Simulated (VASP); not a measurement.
Runs of VASP 6.6.1 on CdF2. The structure is that of space group Fm-3m (No. 225), or close to it. The cells are those of the table. 

```csv
level,spin,cell,k mesh,gap on the mesh (eV),pressure (GPa)
PBE,off,"a = 3.810 Å, angles 60.0°, 3 atoms",6 × 6 × 6,3.09,6.2
PBEsol+D3(BJ),off,"a = 3.810 Å, angles 60.0°, 3 atoms",3 × 3 × 3,(b),(a)
PBE,"collinear, zero start","a = 4.252 Å, angles 60.0°, 3 atoms",6 × 6 × 6,1.96,(c)
PBE,off,"a = 3.810 Å, angles 60.0°, 3 atoms","2 × 2 × 2, shifted",5.29,6.1
```

Alike in all rows: task single point; potentials or basis VASP PAW PBE potentials, release 64 (Cd, F); cutoff (eV) 520; smearing gaussian 0.1 eV.

**Question.** Estimate the missing entries.

**Answer.** (a) -1.1; (b) 3.10; (c) -13.3.

Caveats: some runs use coarse meshes; the PAW data sets were made with another functional, which shifts forces and pressure a little (some runs).

A k mesh can miss the band edges, and the runs leave out spin-orbit coupling on Cd.
